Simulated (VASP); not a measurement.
A run of VASP 6.6.1:

File INCAR:

```
SYSTEM = Ge
PREC = Accurate ; ENCUT = 520
EDIFF = 1E-6 ; ISMEAR = -1
SIGMA = 0.1 ; LREAL = .False.
LASPH = .True. ; NELM = 60
ALGO = Normal ; ISIF = 2
LWAVE = .False. ; LCHARG = .True.
GGA = RP ; LELF = .True.
LVHAR = .True. ; NBANDS = 36
```

KPOINTS

```
regular mesh
0
Gamma
  12 12 4
  0 0 0
```

The input POSCAR:

```
Ge
1.0
    3.0437414094      0.0000000000      0.0000000000
   -1.5218707047      2.6359573831      0.0000000000
    0.0000000000      0.0000000000      9.9804663355
Ge
4
Direct
    0.0000000000      1.0000000000      1.0000000000
    0.0000000000      1.0000000000      0.5000000000
    0.3333333333      0.6666666667      0.2500000000
    0.6666666667      0.3333333333      0.7500000000
```

Potentials or basis: VASP PAW PBE potentials, release 64 (Ge_d).

Run with:

```console
$ cat potpaw_PBE.64/Ge_d/POTCAR > POTCAR
$ mpirun -np 1 vasp_std > vasp.out
```

Hardware: 1 thread of Intel Xeon 8259CL, on a shared host.

Q: Estimate the wall time of this run.

A: Run time: 4.1 min on 1 thread of Intel Xeon 8259CL (shared host), peak memory 0.26 GiB. Counts: scf iterations 13, k points 57.
